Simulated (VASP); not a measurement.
I:

```
CELL_PARAMETERS angstrom
6.65070 0.00000 0.00000
-3.32535 5.75968 0.00000
0.00000 0.00000 4.07717
ATOMIC_POSITIONS crystal
I 0.00000 0.00000 0.00000
I 0.33333 0.66667 0.50000
I 0.66667 0.33333 0.50000
```

| Quantity | Value |
| --- | --- |
| Program | VASP 6.6.1 |
| Task | relaxation of cell and atoms |
| Functional | PBE |
| Potentials or basis | VASP PAW PBE potentials, release 64 (I) |
| Cutoff | 600 eV |
| k mesh | 9 × 9 × 12 |
| Occupations | gaussian, width 0.1 eV |
| Spin | no spin polarisation |

At the start: pressure -2.9 GPa; volume 52.06 Å³/atom.

Q: How do energy, volume and symmetry change on relaxing?

A: Over 32 steps the energy falls by 604.3 meV/atom and the volume is 52.71 Å³/atom (+1.2 %); space group P6/mmm (No. 191, to 0.05 Å).

Step by step:
```csv
step,energy change (eV),largest force (eV/Å),pressure (GPa),volume (Å³)
1,0.0000,0.0000,-2.86,156.18
2,-0.3551,0.0000,-2.69,136.12
3,-0.0854,0.0000,10.11,86.37
4,-0.5872,0.0000,-1.66,119.82
5,-0.6389,0.0000,0.89,105.35
6,-0.6486,0.0000,-0.16,109.86
7,-0.6490,0.0000,0.01,109.04
8,-0.6577,0.0000,0.03,108.75
9,-0.7157,0.0000,0.18,107.77
10,-0.9761,0.0000,1.16,105.38
11,-1.0401,0.0000,9.82,98.74
12,-1.1676,0.0000,2.56,103.36
13,-1.2565,0.0000,5.08,101.18
14,-1.2534,0.0000,5.41,100.97
15,-1.2847,0.0000,4.97,101.92
16,-1.3654,0.0000,3.78,104.83
17,-1.4737,0.0000,1.82,110.80
18,-1.5238,0.0000,-0.77,123.40
19,-1.6070,0.0000,-0.71,126.51
20,-1.7769,0.0000,0.13,135.72
21,-1.4709,0.0000,4.14,153.44
22,-1.7912,0.0000,0.63,138.87
23,-1.7912,0.0000,0.70,139.26
24,-1.8019,0.0000,0.34,143.27
25,-1.8069,0.0000,-0.28,151.73
26,-1.8076,0.0000,-0.15,149.71
27,-1.8117,0.0000,-0.05,153.30
28,-1.8129,0.0000,0.06,157.19
29,-1.8129,0.0000,0.06,156.86
30,-1.8129,0.0000,0.06,157.00
31,-1.8130,0.0000,-0.02,158.50
32,-1.8130,0.0000,0.01,158.13
```

Final structure:
```
CELL_PARAMETERS angstrom
7.90015 0.00000 0.00000
-3.95007 6.84173 0.00000
0.00000 0.00000 2.92557
ATOMIC_POSITIONS crystal
I 0.00000 0.00000 0.00000
I 0.33333 0.66667 0.50000
I 0.66667 0.33333 0.50000
```

Caveat: an odd number of electrons without spin polarisation forces a metal; a magnetic or distorted state may lie lower.
